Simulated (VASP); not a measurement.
Input of a VASP 6.6.1 run:

File INCAR:

```
SYSTEM = Si
ALGO     = Normal         ! electronic algorithm
EDIFF    = 1E-6           ! SCF threshold, eV
ENCUT    = 520            ! plane-wave cutoff, eV
GGA      = PE             ! functional
ISIF     = 2              ! what is computed and relaxed
ISMEAR   = -1             ! smearing method
LASPH    = .True.         ! aspherical terms in the spheres
LCHARG   = .False.        ! write CHGCAR
LREAL    = .False.        ! projectors in reciprocal space
LWAVE    = .False.        ! write WAVECAR
NBANDS   = 26             ! bands
NELM     = 80             ! most SCF steps
PREC     = Accurate       ! precision mode
SIGMA    = 0.05           ! smearing width, eV
```

KPOINTS

```
k-points
0
Gamma
  12 12 10
  0 0 0
```

POSCAR

```
Si
1.0
    3.9862259299     -2.3950574129      0.0000000000
    3.9862259299      2.3950574129      0.0000000000
    0.0000000000      0.0000000000      4.7674658148
Si
8
Direct
    0.8256571655      0.1743428345      0.3256252028
    0.6743428345      0.3256571655      0.8256252028
    0.1743428345      0.8256571655      0.6743747972
    0.3256571655      0.6743428345      0.1743747972
    0.2175109445      0.2175109445      0.0000000000
    0.2824890555      0.2824890555      0.5000000000
    0.7824890555      0.7824890555      0.0000000000
    0.7175109445      0.7175109445      0.5000000000
```

Potentials or basis: VASP PAW PBE potentials, release 64 (Si).

Launch:

```console
$ cat potpaw_PBE.64/Si/POTCAR > POTCAR
$ mpirun -np 1 vasp_std > vasp.out
```

Problem. Predict the band gap on the k mesh.

Solution. Zero (bands 16 and 17 overlap by 4.05 eV).

Problem. Estimate the pressure.

Solution. 39.6 GPa.

Stress tensor (GPa, compression positive):
```
39.80  0.00  0.00
 0.00 39.90  0.00
 0.00  0.00 39.15
```

Caveat: the cell stands under pressure.
